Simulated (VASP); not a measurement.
# Bi in VASP: a series of runs, part 2 of 2

VASP 6.6.1.

### Step 4. Electric field gradients, LDA (zz strain of +2 %)

Input file INCAR:

```
SYSTEM = Bi
PREC = Accurate ; ENCUT = 520
EDIFF = 1E-8 ; ISMEAR = -1
SIGMA = 0.03 ; LREAL = .FALSE.
LASPH = .TRUE. ; NELM = 60
ALGO = Normal ; ISIF = 2
LWAVE = .FALSE. ; LCHARG = .FALSE.
GGA = CA ; LEFG = .TRUE.
NBANDS = 22
```

Input file KPOINTS:

```
regular mesh
0
G
  11 11 11
  0 0 0
```

Input file POSCAR:

```
Bi
1.0
    2.2729996784      1.3123169762      4.0330800000
   -2.2729996784      1.3123169762      4.0330800000
    0.0000000000     -2.6246339523      4.0330800000
Bi
2
Direct
    0.2338900000      0.2338900000      0.2338900000
    0.7661100000      0.7661100000      0.7661100000
```

Potentials or basis: VASP PAW LDA potentials, release 64 (Bi_d).

Command:

```
$ cat potpaw_LDA.64/Bi_d/POTCAR > POTCAR
$ mpirun -np 1 vasp_std > vasp.out
```

OUTCAR:

```text
SYSTEM = Bi
   PREC = Accurate
   ENCUT = 520
   EDIFF = 1E-8
   ISMEAR = -1
   LREAL = .FALSE.
   LASPH = .TRUE.
   NELM = 60
   ISIF = 2
   GGA = CA

 ion  position               nearest neighbor table
   1  0.234  0.234  0.234-   2 3.09   2 3.09   2 3.09   2 3.56   2 3.56   2 3.56
   2  0.766  0.766  0.766-   1 3.09   1 3.09   1 3.09   1 3.56   1 3.56   1 3.56

  LATTYP: Found a trigonal (rhomboedric) cell.
 ALAT       =     4.8119058252
 COS(alpha) =     0.5537332747

  Lattice vectors:

 A1 = (   2.2729996784,   1.3123169762,   4.0330800000)
 A2 = (  -2.2729996784,   1.3123169762,   4.0330800000)
 A3 = (   0.0000000000,  -2.6246339523,   4.0330800000)

Analysis of symmetry for initial positions (statically):
=====================================================================
 Subroutine PRICEL returns:
 Original cell was already a primitive cell.

 Routine SETGRP: Setting up the symmetry group for a
 trigonal (rhombohedral) supercell.

 Subroutine GETGRP returns: Found 12 space group operations
 (whereof 12 operations were pure point group operations)
 out of a pool of 12 trial point group operations.

The static configuration has the point symmetry D_3d.

Analysis of symmetry for dynamics (positions and initial velocities):
=====================================================================
 Subroutine PRICEL returns:
 Original cell was already a primitive cell.

 Routine SETGRP: Setting up the symmetry group for a
 trigonal (rhombohedral) supercell.

 Subroutine GETGRP returns: Found 12 space group operations
 (whereof 12 operations were pure point group operations)
[... 157 lines left out ...]
  band No.  band energies     occupation
      1     -17.0380      2.00000
      2     -17.0380      2.00000
      3     -16.8925      2.00000
      4     -16.8925      2.00000
      5     -16.8803      2.00000
      6     -16.7199      2.00000
[... 589 lines left out ...]
     21      13.7329      0.00000
     22      14.3157      0.00000

 [... further k-points ...]

------------------------ aborting loop because EDIFF is reached ----------------------------------------

  FORCE on cell =-STRESS in cart. coord.  units (eV):
  Direction    XX          YY          ZZ          XY          YZ          ZX
  --------------------------------------------------------------------------------------
  -------------------------------------------------------------------------------------
  Total       -1.0903322     -1.0903322     -1.2237858      0.0000000     -0.0000000      0.0000000
  in kB      -24.2015516    -24.2015516    -27.1637548      0.0000000     -0.0000000      0.0000000
  external PRESSURE =     -25.1889527 kB  Pullay stress =       0.0000000 kB

 VOLUME and BASIS-vectors are now :
 -----------------------------------------------------------------------------
  energy-cutoff  :      520.00
  volume of cell :       72.18
      direct lattice vectors                 reciprocal lattice vectors
     2.272999678  1.312316976  4.033080000     0.219973634  0.127001837  0.082649819
    -2.272999678  1.312316976  4.033080000    -0.219973634  0.127001837  0.082649819
     0.000000000 -2.624633952  4.033080000     0.000000000 -0.254003674  0.082649819

 POSITION                                       TOTAL-FORCE (eV/Angst)
 -----------------------------------------------------------------------------------
      0.00000      0.00000      2.82989         0.000000     -0.000000     -0.064309
      0.00000      0.00000      9.26935         0.000000      0.000000      0.064309
 -----------------------------------------------------------------------------------
    total drift:                                0.000000     -0.000000      0.000000

  FREE ENERGIE OF THE ION-ELECTRON SYSTEM (eV)
  ---------------------------------------------------
  free  energy   TOTEN  =        -9.0864636802 eV

  energy  without entropy=       -9.0857886877  energy(sigma->0) =       -9.08612618

 Electric field gradients (V/A^2)
---------------------------------------------------------------------
 ion       V_xx      V_yy      V_zz      V_xy      V_xz      V_yz
---------------------------------------------------------------------
   1       9.113     9.113   -18.225    -0.000     0.000    -0.000
   2       9.113     9.113   -18.225    -0.000     0.000    -0.000
---------------------------------------------------------------------

 Electric field gradients after diagonalization (V/A^2)
 (convention: |V_zz| > |V_xx| > |V_yy|)
----------------------------------------------------------------------
 ion       V_xx      V_yy      V_zz     asymmetry (V_yy - V_xx)/ V_zz
----------------------------------------------------------------------
   1       9.113     9.113   -18.225       0.000
   2       9.113     9.113   -18.225       0.000
----------------------------------------------------------------------

           NMR quadrupolar parameters

 Cq : quadrupolar parameter    Cq=e*Q*V_zz/h
 eta: asymmetry parameters     (V_yy - V_xx)/ V_zz
 Q  : nuclear electric quadrupole moment in mb (millibarn)
----------------------------------------------------------------------
 ion       Cq(MHz)       eta       Q (mb)
----------------------------------------------------------------------
   1      -0.044       0.000       1.000
   2      -0.044       0.000       1.000
----------------------------------------------------------------------
```

OSZICAR:

```text
N       E                     dE             d eps       ncg     rms          rms(c)
DAV:   1     0.308270892062E+03    0.30827E+03   -0.16170E+04  6438   0.162E+03
DAV:   2     0.170515547585E+02   -0.29122E+03   -0.28403E+03  6550   0.433E+02
DAV:   3    -0.819685702825E+01   -0.25248E+02   -0.24973E+02  7780   0.143E+02
DAV:   4    -0.907227887800E+01   -0.87542E+00   -0.87486E+00  8030   0.294E+01
DAV:   5    -0.910868191137E+01   -0.36403E-01   -0.36402E-01  9272   0.538E+00    0.107E+00
DAV:   6    -0.909339769666E+01    0.15284E-01   -0.19361E-02  8456   0.146E+00    0.627E-01
DAV:   7    -0.908648702655E+01    0.69107E-02   -0.12949E-02  8004   0.119E+00    0.102E-01
DAV:   8    -0.908645495610E+01    0.32070E-04   -0.13587E-03  7482   0.421E-01    0.207E-02
DAV:   9    -0.908646411113E+01   -0.91550E-05   -0.64276E-05 10034   0.606E-02    0.917E-03
DAV:  10    -0.908646358773E+01    0.52341E-06   -0.34817E-06  8238   0.162E-02    0.167E-03
DAV:  11    -0.908646367124E+01   -0.83515E-07   -0.21706E-07  8224   0.356E-03    0.729E-04
DAV:  12    -0.908646368021E+01   -0.89703E-08   -0.27355E-08  6494   0.114E-03
   1 F= -.90864637E+01 E0= -.90861262E+01  d E =-.674993E-03
```

stdout:

```text
POSCAR found type information on POSCAR Bi
 POSCAR found :  1 types and       2 ions
 scaLAPACK will be used
 LDA part: xc-table for (Slater(with rela. corr.)+CA(PZ))
 , standard interpolation
 POSCAR, INCAR and KPOINTS ok, starting setup
 FFT: planning ... GRIDC
 FFT: planning ... GRID_SOFT
 FFT: planning ... GRID
 WAVECAR not read
 entering main loop
ion   1

ion   2
```

Wall time 4.8 min (1 thread of Intel Xeon 8259CL, shared host); peak memory 0.3 GiB.

Results:

```yaml
Free_energy: -9.0865 eV
Pressure: -2.5 GPa
Largest_force: 0.064 eV/Å
Band_gap_on_the_k_mesh: zero (bands 15 and 16 overlap by 0.09 eV)
Largest_electric_field_gradient_by_atom: Bi -18.2 V/Å²
```

Forces on the atoms (eV/Å):
```
Bi   0.000  0.000 -0.064
Bi   0.000  0.000  0.064
```

Stress tensor (GPa, compression positive):
```
-2.42  0.00  0.00
 0.00 -2.42  0.00
 0.00  0.00 -2.72
```

Electric field gradients, principal values (V/Å²):
```csv
atom,least,middle,greatest (by size)
1 Bi,9.113,9.113,-18.225
2 Bi,9.113,9.113,-18.225
```

Caveat: the cell differs from its parent crystal (zz strain of +2 %); without QUAD_EFG the Cq values of the log hold for a quadrupole moment of 1 mb, not for the nuclei; spin-orbit coupling is left out, which moves the levels of the heavy elements.

### Step 5. Electric field gradients, LDA (equal xy, yz and zx shear strains of +3 %)

Input file INCAR:

```
SYSTEM = Bi
PREC = Accurate
ENCUT = 520
EDIFF = 1E-8
ISMEAR = -1
SIGMA = 0.03
LREAL = .FALSE.
LASPH = .TRUE.
NELM = 100
ALGO = Normal
ISIF = 2
LWAVE = .FALSE.
LCHARG = .FALSE.
LEFG = .TRUE.
NBANDS = 22
KPAR = 4
```

KPOINTS is that of step 4.

Input file POSCAR:

```
Bi
1.0
    2.3519944330      1.4057219714      4.0077797498
   -2.1940049238      1.3375319810      3.9395897595
    0.0199404907     -2.5653239523      3.9146304907
Bi
2
Direct
    0.2338900000      0.2338900000      0.2338900000
    0.7661100000      0.7661100000      0.7661100000
```

Potentials or basis: VASP PAW LDA potentials, release 64 (Bi_d).

Command:

```
$ cat potpaw_LDA.64/Bi_d/POTCAR > POTCAR
$ mpirun -np 4 vasp_std > vasp.out
```

OUTCAR:

```text
SYSTEM = Bi
   PREC = Accurate
   ENCUT = 520
   EDIFF = 1E-8
   ISMEAR = -1
   LREAL = .FALSE.
   LASPH = .TRUE.
   NELM = 100
   ISIF = 2

 ion  position               nearest neighbor table
   1  0.234  0.234  0.234-   2 3.04   2 3.06   2 3.11   2 3.48   2 3.52   2 3.58
   2  0.766  0.766  0.766-   1 3.04   1 3.06   1 3.11   1 3.48   1 3.52   1 3.58

  LATTYP: Found a triclinic cell.
 ALAT       =     4.4871440471
 B/A-ratio  =     1.0133443553
 C/A-ratio  =     1.0430562468
 COS(alpha) =     0.0085829278
 COS(beta)  =     0.4741846737
 COS(gamma) =     0.4801591939

  Lattice vectors:

 A1 = (   2.2139454145,  -3.9028559333,  -0.0249592688)
 A2 = (   4.5459993568,   0.0681899904,   0.0681899903)
 A3 = (   0.0199404907,  -2.5653239523,   3.9146304907)

Analysis of symmetry for initial positions (statically):
=====================================================================
 Subroutine PRICEL returns:
 Original cell was already a primitive cell.

 Routine SETGRP: Setting up the symmetry group for a
 triclinic supercell.

 Subroutine GETGRP returns: Found  2 space group operations
 (whereof  2 operations were pure point group operations)
 out of a pool of  2 trial point group operations.

The static configuration has the point symmetry S_2 .

Analysis of symmetry for dynamics (positions and initial velocities):
=====================================================================
 Subroutine PRICEL returns:
 Original cell was already a primitive cell.

 Routine SETGRP: Setting up the symmetry group for a
 triclinic supercell.

 Subroutine GETGRP returns: Found  2 space group operations
 (whereof  2 operations were pure point group operations)
 out of a pool of  2 trial point group operations.

The dynamic configuration has the point symmetry S_2 .

 Subroutine INISYM returns: Found  2 space group operations
 (whereof  2 operations are pure point group operations),
 and found     1 'primitive' translations

----------------------------------------------------------------------------------------

                                     Primitive cell

  volume of cell :      70.7189

  direct lattice vectors                    reciprocal lattice vectors
     2.351994433  1.405721971  4.007779750     0.216947089  0.122559477  0.079210217
    -2.194004924  1.337531981  3.939589760    -0.223195317  0.129064045  0.085714785
     0.019940491 -2.565323952  3.914630491     0.002509007 -0.255362743  0.088095622

  length of vectors
     4.854918186  4.703511122  4.680343629     0.261459602  0.271699653  0.270143044

  position of ions in fractional coordinates (direct lattice)
     0.233890000  0.233890000  0.233890000
     0.766110000  0.766110000  0.766110000

  ion indices of the primitive-cell ions
   primitive index   ion index
                 1           1
                 2           2

----------------------------------------------------------------------------------------
[... 74 lines left out ...]
   IBRION =     -1    ionic relax: 0-MD 1-quasi-New 2-CG
   NFREE  =      0    steps in history (QN), initial steepest desc. (CG)
   ISIF   =      2    stress and relaxation
   ISYM   =      2    0-nonsym 1-usesym 2-fastsym
   POTIM  = 0.5000    time-step for ionic-motion
   TEBEG  =    0.0;   TEEND  =   0.0 temperature during run
   PSTRESS=    0.0 pullay stress
   NELECT =      30.0000    total number of electrons
   NUPDOWN=      -1.0000    fix difference up-down
   EMIN   =  10.00;   EMAX   =-10.00  energy-range for DOS
   EFERMI =   0.00;   METHOD = LEGACY
   ISMEAR =    -1;   SIGMA  =   0.03  broadening in eV -4-tet -1-fermi 0-gaus
   EFERMI_NEDOS =   21; number of points for ismear=-14 and -15
   IALGO  =     38    algorithm
   IMIX   =      4    mixing-type and parameters
     AMIX     =   0.40;   BMIX     =  1.00
     AMIX_MAG =   1.60;   BMIX_MAG =  1.00
  volume/ion in A,a.u.               =      35.36       238.62
  Fermi-wavevector in a.u.,A,eV,Ry     =   1.230089  2.324532 20.587246  1.513120
  Thomas-Fermi vector in A             =   2.364951
   LORBIT       =      0    0 simple, 1 ext, 2 COOP (PROOUT), +10 PAW based schemes
   GGA     = CA    functional components
   LHFCALC =     F    Hartree Fock is set to
   AEXX    =    0.0000 exact exchange contribution
   IVDW    =     0    specifies the selected vdW correction
   LEPSILON=     F    determine dielectric tensor
   LRPA    =     F    only Hartree local field effects (RPA)
 non-spin polarized calculation
  energy-cutoff  :      520.00
  volume of cell :       70.72
 maximum number of plane-waves:      1928
   NGX = 19   NGY = 17   NGZ = 17

 number of electron      30.0000005 magnetization

 Free energy of the ion-electron system (eV)
  ---------------------------------------------------
  ext. energy  EPLUGINS =         0.00000000
  ---------------------------------------------------
  free energy    TOTEN  =        -9.09117708 eV

  energy without entropy =       -9.09062588  energy(sigma->0) =       -9.09090148

 E-fermi :   6.0160     XC(G=0):  -9.7754

 val. band max:        6.0029168536   @ k =   0.2727   0.1818   0.2727
 cond. band min:       6.0581000430   @ k =   0.3636   0.1818   0.1818
 fundamental gap:      0.0551831894
 Fermi energy:         6.0159535834

 k-point     1 :       0.0000    0.0000    0.0000
  band No.  band energies     occupation
      1     -16.8550      2.00000
      2     -16.8287      2.00000
      3     -16.6936      2.00000
      4     -16.6856      2.00000
      5     -16.6708      2.00000
      6     -16.5066      2.00000
[... 589 lines left out ...]
     21      14.4741      0.00000
     22      15.3752      0.00000

 [... further k-points ...]

------------------------ aborting loop because EDIFF is reached ----------------------------------------

  FORCE on cell =-STRESS in cart. coord.  units (eV):
  Direction    XX          YY          ZZ          XY          YZ          ZX
  --------------------------------------------------------------------------------------
  -------------------------------------------------------------------------------------
  Total       -0.5005675     -1.0480466     -0.7063470     -0.1225171     -0.5591871     -0.2969644
  in kB      -11.3406385    -23.7440861    -16.0026895     -2.7756949    -12.6686984     -6.7278953
  external PRESSURE =     -17.0291380 kB  Pullay stress =       0.0000000 kB

 VOLUME and BASIS-vectors are now :
 -----------------------------------------------------------------------------
  energy-cutoff  :      520.00
  volume of cell :       70.72
      direct lattice vectors                 reciprocal lattice vectors
     2.351994433  1.405721971  4.007779750     0.216947089  0.122559477  0.079210217
    -2.194004924  1.337531981  3.939589760    -0.223195317  0.129064045  0.085714785
     0.019940491 -2.565323952  3.914630491     0.002509007 -0.255362743  0.088095622

 POSITION                                       TOTAL-FORCE (eV/Angst)
 -----------------------------------------------------------------------------------
      0.04162      0.04162      2.77440        -0.090263     -0.169542      0.060084
      0.13631      0.13631      9.08760         0.090263      0.169542     -0.060084
 -----------------------------------------------------------------------------------
    total drift:                                0.000000     -0.000000      0.000000

  FREE ENERGIE OF THE ION-ELECTRON SYSTEM (eV)
  ---------------------------------------------------
  free  energy   TOTEN  =        -9.0911770803 eV

  energy  without entropy=       -9.0906258770  energy(sigma->0) =       -9.09090148

 Electric field gradients (V/A^2)
---------------------------------------------------------------------
 ion       V_xx      V_yy      V_zz      V_xy      V_xz      V_yz
---------------------------------------------------------------------
   1       0.262    30.530   -30.792    11.681    21.937    39.642
   2       0.262    30.530   -30.792    11.681    21.937    39.642
---------------------------------------------------------------------

 Electric field gradients after diagonalization (V/A^2)
 (convention: |V_zz| > |V_xx| > |V_yy|)
----------------------------------------------------------------------
 ion       V_xx      V_yy      V_zz     asymmetry (V_yy - V_xx)/ V_zz
----------------------------------------------------------------------
   1     -54.413    -2.938    57.351       0.898
   2     -54.413    -2.938    57.351       0.898
----------------------------------------------------------------------

           NMR quadrupolar parameters

 Cq : quadrupolar parameter    Cq=e*Q*V_zz/h
 eta: asymmetry parameters     (V_yy - V_xx)/ V_zz
 Q  : nuclear electric quadrupole moment in mb (millibarn)
----------------------------------------------------------------------
 ion       Cq(MHz)       eta       Q (mb)
----------------------------------------------------------------------
   1       0.139       0.898       1.000
   2       0.139       0.898       1.000
----------------------------------------------------------------------
```

OSZICAR:

```text
N       E                     dE             d eps       ncg     rms          rms(c)
DAV:   1     0.307884420319E+03    0.30788E+03   -0.16211E+04 29332   0.163E+03
DAV:   2     0.171883948722E+02   -0.29070E+03   -0.28358E+03 29820   0.435E+02
DAV:   3    -0.819626448319E+01   -0.25385E+02   -0.25089E+02 35656   0.143E+02
DAV:   4    -0.907512414873E+01   -0.87886E+00   -0.87845E+00 36208   0.295E+01
DAV:   5    -0.911383592915E+01   -0.38712E-01   -0.38711E-01 42512   0.553E+00    0.108E+00
DAV:   6    -0.909828550352E+01    0.15550E-01   -0.19469E-02 38542   0.147E+00    0.628E-01
DAV:   7    -0.909120291502E+01    0.70826E-02   -0.12846E-02 36778   0.120E+00    0.103E-01
DAV:   8    -0.909116975214E+01    0.33163E-04   -0.13807E-03 34372   0.429E-01    0.207E-02
DAV:   9    -0.909117762785E+01   -0.78757E-05   -0.62265E-05 45328   0.591E-02    0.834E-03
DAV:  10    -0.909117700851E+01    0.61934E-06   -0.31864E-06 39992   0.150E-02    0.153E-03
DAV:  11    -0.909117707381E+01   -0.65296E-07   -0.26819E-07 34990   0.444E-03    0.707E-04
DAV:  12    -0.909117708034E+01   -0.65343E-08   -0.30365E-08 29834   0.125E-03
   1 F= -.90911771E+01 E0= -.90909015E+01  d E =-.551203E-03
```

It took 4.4 min on 4 MPI ranks of AMD EPYC 7R13 (Zen 3), shared host; peak memory 0.78 GiB.

What came out:

```yaml
Free_energy: -9.0912 eV
Pressure: -1.7 GPa
Largest_force: 0.201 eV/Å
Band_gap_on_the_k_mesh: zero (bands 15 and 16 overlap by 0.25 eV)
Largest_electric_field_gradient_by_atom: Bi +57.4 V/Å²
```

Forces on the atoms (eV/Å):
```
Bi  -0.090 -0.170  0.060
Bi   0.090  0.170 -0.060
```

Levels at points of the mesh, in eV from the Fermi level:
```tsv
k point	band 13	band 14	band 15	band 16	band 17	band 18
(0.00, 0.00, 0.00)	-1.49	-1.44	-0.93	2.40	2.81	3.15
```

Electric field gradients, principal values (V/Å²):
```csv
atom,least,middle,greatest (by size)
1 Bi,-2.938,-54.413,57.351
2 Bi,-2.938,-54.413,57.351
```

Caveat: the cell differs from its parent crystal (equal xy, yz and zx shear strains of +3 %); without QUAD_EFG the Cq values of the log hold for a quadrupole moment of 1 mb, not for the nuclei; spin-orbit coupling is left out, which moves the levels of the heavy elements.

### Step 6. Overview

```csv
cell,gap on the mesh (eV),pressure (GPa),largest force (eV/Å)
"a = 4.839 Å, angles 57.2°, 2 atoms",none,-4.0,0.18
"a = 4.782, b = 4.732, c = 4.724 Å, angles 57.2, 57.4, 57.1°, 2 atoms",none,-1.8,0.09
"a = 4.812 Å, angles 56.4°, 2 atoms",none,-2.5,0.06
"a = 4.855, b = 4.704, c = 4.680 Å, angles 57.1, 57.7, 56.8°, 2 atoms",none,-1.7,0.20
```

Alike in all rows: task electric field gradients; level LDA; potentials or basis VASP PAW LDA potentials, release 64 (Bi_d); no spin polarisation; k mesh 11 × 11 × 11; cutoff (eV) 520; smearing fermi-dirac 0.03 eV.

Caveats: spin-orbit coupling is left out, which moves the levels of the heavy elements; the cell stands under tension (at least some runs).

Total energies depend on the potentials used, so only differences within one code and one set of settings carry meaning.
